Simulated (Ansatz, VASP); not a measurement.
Ir in VASP and in Ansatz

INCAR

```
SYSTEM = Ir
  PREC = Accurate
  ENCUT = 520
  EDIFF = 1E-6
  ISMEAR = -1
  SIGMA = 0.01
  LREAL = .FALSE.
  LASPH = .TRUE.
  NELM = 150
  ALGO = Normal
  ISIF = 2
  LWAVE = .FALSE.
  LCHARG = .TRUE.
  ISPIN = 2
  MAGMOM = 3
  LORBIT = 11
  LMAXMIX = 4
  GGA = PE
  LELF = .TRUE.
  LVHAR = .TRUE.
  ISYM = 0
  NBANDS = 14
```

KPOINTS

```
Automatic mesh
0
G
  1 1 1
  0 0 0
```

File POSCAR:

```
Ir
1.0
   14.0000000000      0.0000000000      0.0000000000
    0.0000000000     14.4000000000      0.0000000000
    0.0000000000      0.0000000000     14.8000000000
Ir
1
Direct
    0.5000000000      0.5000000000      0.5000000000
```

Input for Ansatz:

```yaml
crystal:
  lattice:
    - [14.0, 0.0, 0.0]
    - [0.0, 14.4, 0.0]
    - [0.0, 0.0, 14.8]
  atoms:
    - { symbol: Ir, position: [0.5, 0.5, 0.5], spin: 3.0 }
  symmetry: { detect: false, time_reversal: true }
hamiltonian:
  xc: pbe
  pseudopotentials:
    kind: paw
    azcp:
      Ir: "pseudopotentials/Ir.paw.azcp"
basis:
  ecutwfc: 420
  fft_grid_basis: typed
kpoints:
  mp_grid: { grid: [1, 1, 1], shift: [0, 0, 0] }
magnetization:
  spin_polarized: true
scf:
  occupations: { method: fermi_dirac, width: 0.01 }
output:
  write_density: true
  write_potential: true
  elf: true
  volumetric_format: npy
```

Alike in both runs: task single point; functional PBE; k mesh 1 × 1 × 1; occupations fermi-dirac, width 0.01 eV; collinear spin.

|  | VASP | Ansatz |
| --- | --- | --- |
| version | VASP 6.6.1 | Ansatz 0.2.0 |
| potentials or method | VASP PAW PBE potentials, release 64 (Ir), cutoff 520 eV | plane waves (420 eV) with PAW, scalar-relativistic |
| valence electrons in the cell | 9 | 17 |

VASP gave:

- net moment per atom (μB): 3.00
- size of the moment on the site where the two differ most (μB): 2.51

Q: Estimate Ansatz's values.

A: net moment per atom (μB): 3.00; size of the moment on the site where the two differ most (μB): 3.00.

Site moments also hang on the region over which each program counts them. VASP's potentials hold 9 valence electrons a cell and Ansatz's 17, so a difference there can come from the potentials and not from the codes. Ansatz's warnings: xc potential rough in thin density.

Spin-orbit coupling is off throughout.
